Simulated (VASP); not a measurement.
Runs of VASP 6.6.1 on Ir. The structure is that of space group P6_3/mmc (No. 194), or close to it. The cells are those of the table. This isn't the form of Ir at room conditions, which is fcc.

```tsv
cell	gap on the mesh (eV)	pressure (GPa)
a = 2.765, b = 2.765, c = 4.486 Å, angles 90.0, 90.0, 120.0°, 2 atoms	none	-14.2
a = 2.800, b = 2.800, c = 4.543 Å, angles 90.0, 90.0, 120.0°, 2 atoms	none	-24.4
a = 2.654, b = 2.654, c = 4.306 Å, angles 90.0, 90.0, 120.0°, 2 atoms	none	37.0
a = 2.729, b = 2.729, c = 4.428 Å, angles 90.0, 90.0, 120.0°, 2 atoms	none	(a)
```

Alike in all rows: task single point; level r2SCAN; potentials or basis VASP PAW PBE potentials, release 64 (Ir_sv_GW); no spin polarisation; k mesh 15 × 15 × 8; cutoff (eV) 620; smearing fermi-dirac 0.1 eV.

Estimate the missing entries.

(a) -1.1.

Caveats: the PAW data sets were made with another functional, which shifts forces and pressure a little; spin-orbit coupling is left out, which moves the levels of the heavy elements; the cell stands under tension (at least some runs); the cell stands under pressure (at least some runs).

A k mesh can miss the band edges, and the runs leave out spin-orbit coupling on Ir.

A gap of «none» marks levels without a gap at the run's occupations.
